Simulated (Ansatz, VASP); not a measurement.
# Eu3MgB: VASP beside Ansatz

```
Eu Mg B
1.0
     5.75868    0.00000    0.00000
    -2.87934    4.98717    0.00000
     0.00000    0.00000    3.89213
Eu Mg B
3 1 1
Cartesian
  2.8793 0.0000 0.0000
  -1.4397 2.4936 0.0000
  1.4397 2.4936 0.0000
  0.0000 0.0000 0.0000
  0.0000 0.0000 1.9461
```

Alike in both runs: task single point; functional PBE; k mesh 3 × 3 × 4; occupations gaussian, width 0.1 eV; collinear spin.

```csv
,VASP,Ansatz
version,VASP 6.6.1,Ansatz 0.2.0
potentials or method,"VASP PAW PBE potentials, release 64 (Eu, Mg, B), cutoff 520 eV","scalar-relativistic, plane waves, PAW"
valence electrons in the cell,56,64
```

|  | VASP | Ansatz | Ansatz less VASP |
| --- | --- | --- | --- |
| gap on the k mesh at the Fermi level (eV) | none | none | - |
| pressure (GPa) | 16.4 | 16.2 | -0.14 |
| traceless stress, the component that is largest in VASP (GPa) | -5.32 | -5.43 | -0.104 |
| net moment per atom (μB) | 4.59 | 4.59 | +0.002 |
| size of the moment on the site where the two differ most (μB) | 6.97 | 7.05 | +0.085 |

Site moments also hang on the region over which each program counts them. A gap of «none» marks a metal or a gap that the smearing closes. VASP's potentials hold 56 valence electrons a cell and Ansatz's 64, so a difference there can come from the potentials and not from the codes.

The k mesh is coarse, so the values compare programs but aren't converged. Spin-orbit coupling is off throughout. Noted on VASP's run: too few bands were computed for a metal, which touches its energy and stress.
